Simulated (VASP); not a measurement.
# AlGaN2 (P-4m2) in VASP: a series of runs, part 2 of 2

VASP 6.6.1. The steps go on from the part before.

## (5) Single point, LDA

This run uses another cell than the first one, of 10.39 Å³/atom, 1.060 times its volume.

File INCAR:

```
SYSTEM = AlGaN2
ALGO     = Normal         ! electronic algorithm
EDIFF    = 1E-6           ! SCF threshold, eV
ENCUT    = 520            ! plane-wave cutoff, eV
GGA      = CA             ! functional
ISIF     = 2              ! what is computed and relaxed
ISMEAR   = 0              ! smearing method
LASPH    = .TRUE.         ! aspherical terms in the spheres
LCHARG   = .FALSE.        ! write CHGCAR
LREAL    = .FALSE.        ! projectors in reciprocal space
LWAVE    = .FALSE.        ! write WAVECAR
NBANDS   = 21             ! bands
NELM     = 80             ! most SCF steps
PREC     = Accurate       ! precision mode
SIGMA    = 0.02           ! smearing width, eV
```

File KPOINTS:

```
k-points
0
G
  8 8 6
  0 0 0
```

File POSCAR:

```
AlGaN2
1.0
    3.0913365906      0.0000000000      0.0000000000
    0.0000000000      3.0913365906      0.0000000000
    0.0000000000      0.0000000000      4.3495313481
Al Ga N
1 1 2
Direct
    0.5000000000      0.5000000000      0.5000000000
    0.0000000000      0.0000000000      0.0000000000
    0.5000000000      0.0000000000      0.7399927245
    0.0000000000      0.5000000000      0.2600072755
```

Potentials or basis: VASP PAW LDA potentials, release 64 (Al, Ga_d, N).

Launch:

```
$ cat potpaw_LDA.64/Al/POTCAR potpaw_LDA.64/Ga_d/POTCAR potpaw_LDA.64/N/POTCAR > POTCAR
$ mpirun -np 1 vasp_std > vasp.out
```

OUTCAR:

```text
SYSTEM = AlGaN2
   EDIFF = 1E-6
   ENCUT = 520
   GGA = CA
   ISIF = 2
   ISMEAR = 0
   LASPH = .TRUE.
   LREAL = .FALSE.
   NELM = 80
   PREC = Accurate

 ion  position               nearest neighbor table
   1  0.500  0.500  0.500-   3 1.87   4 1.87   3 1.87   4 1.87   2 3.08   2 3.08   2 3.08   2 3.08
                             2 3.08   2 3.08   2 3.08   2 3.08
   2  0.000  0.000  0.000-   3 1.92   4 1.92   4 1.92   3 1.92   1 3.08   1 3.08   1 3.08   1 3.08
                             1 3.08   1 3.08   1 3.08   1 3.08
   3  0.500  0.000  0.740-   1 1.87   1 1.87   2 1.92   2 1.92
   4  0.000  0.500  0.260-   1 1.87   1 1.87   2 1.92   2 1.92

  LATTYP: Found a simple tetragonal cell.
 ALAT       =     3.0913365906
 C/A-ratio  =     1.4070067172

  Lattice vectors:

 A1 = (   3.0913365906,   0.0000000000,   0.0000000000)
 A2 = (   0.0000000000,   3.0913365906,   0.0000000000)
 A3 = (   0.0000000000,   0.0000000000,   4.3495313481)

Analysis of symmetry for initial positions (statically):
=====================================================================
 Subroutine PRICEL returns:
 Original cell was already a primitive cell.

[... 168 lines left out ...]
  ext. energy  EPLUGINS =         0.00000000
  ---------------------------------------------------
  free energy    TOTEN  =       -30.29380111 eV

  energy without entropy =      -30.29380111  energy(sigma->0) =      -30.29380111

 E-fermi :   6.0237     XC(G=0): -11.9622

 val. band max:        5.9092124166   @ k =   0.0000   0.0000   0.0000
 cond. band min:       9.1514753441   @ k =   0.0000   0.0000   0.0000
 fundamental gap:      3.2422629275
 Fermi energy:         6.0236822734

 k-point     1 :       0.0000    0.0000    0.0000
  band No.  band energies     occupation
      1      -9.8227      2.00000
      2      -8.2817      2.00000
      3      -7.1841      2.00000
      4      -7.1841      2.00000
      5      -7.1367      2.00000
      6      -6.9431      2.00000
[... 565 lines left out ...]
     20      18.2888      0.00000
     21      18.3056      0.00000

 [... further k-points ...]
[... 5 lines left out ...]
  --------------------------------------------------------------------------------------
  -------------------------------------------------------------------------------------
  Total        1.5678936      1.5678936      1.5619666      0.0000000      0.0000000      0.0000000
  in kB       60.4355005     60.4355005     60.2070399      0.0000000      0.0000000      0.0000000
  external PRESSURE =      60.3593469 kB  Pullay stress =       0.0000000 kB

 VOLUME and BASIS-vectors are now :
 -----------------------------------------------------------------------------
  energy-cutoff  :      520.00
  volume of cell :       41.57
      direct lattice vectors                 reciprocal lattice vectors
     3.091336591  0.000000000  0.000000000     0.323484671  0.000000000  0.000000000
     0.000000000  3.091336591  0.000000000     0.000000000  0.323484671  0.000000000
     0.000000000  0.000000000  4.349531348     0.000000000  0.000000000  0.229909827

 POSITION                                       TOTAL-FORCE (eV/Angst)
 -----------------------------------------------------------------------------------
      1.54567      1.54567      2.17477         0.000000     -0.000000      0.000000
      0.00000      0.00000      0.00000         0.000000      0.000000      0.000000
      1.54567      0.00000      3.21862         0.000000     -0.000000     -0.032928
      0.00000      1.54567      1.13091         0.000000      0.000000      0.032928
 -----------------------------------------------------------------------------------
    total drift:                               -0.000000      0.000000     -0.000000

  FREE ENERGIE OF THE ION-ELECTRON SYSTEM (eV)
  ---------------------------------------------------
  free  energy   TOTEN  =       -30.2938011058 eV

  energy  without entropy=      -30.2938011058  energy(sigma->0) =      -30.29380111
```

stdout:

```text
POSCAR found type information on POSCAR AlGaN
 POSCAR found :  3 types and       4 ions
 scaLAPACK will be used
 LDA part: xc-table for (Slater(with rela. corr.)+CA(PZ))
 , standard interpolation
 POSCAR, INCAR and KPOINTS ok, starting setup
 FFT: planning ... GRIDC
 FFT: planning ... GRID_SOFT
 FFT: planning ... GRID
 WAVECAR not read
 entering main loop
```

It took 20 s on 1 thread of Intel Xeon 6975P-C, shared host; peak memory 0.17 GiB.

Results:

| Quantity | Value |
| --- | --- |
| Free energy | -30.2938 eV |
| Pressure | 6.0 GPa |
| Largest force | 0.033 eV/Å |
| Band gap on the k mesh | 3.24 eV, direct |

Forces on the atoms (eV/Å):
```
Al   0.000  0.000  0.000
Ga   0.000  0.000  0.000
N    0.000  0.000 -0.033
N    0.000  0.000  0.033
```

## (6) Overview

```csv
cell,gap on the mesh (eV),pressure (GPa),largest force (eV/Å)
"a = 3.033, b = 3.033, c = 4.260 Å, 4 atoms",3.27,21.3,0.03
"a = 3.070, b = 3.070, c = 4.318 Å, 4 atoms",3.26,11.1,0.04
"a = 3.091, b = 3.091, c = 4.350 Å, 4 atoms",3.24,6.0,0.03
```

Alike in all rows: task single point; level LDA; potentials or basis VASP PAW LDA potentials, release 64 (Al, Ga_d, N); no spin polarisation; k mesh 8 × 8 × 6; cutoff (eV) 520; smearing gaussian 0.02 eV.

Absolute energies hang on the potentials; compare differences alone.
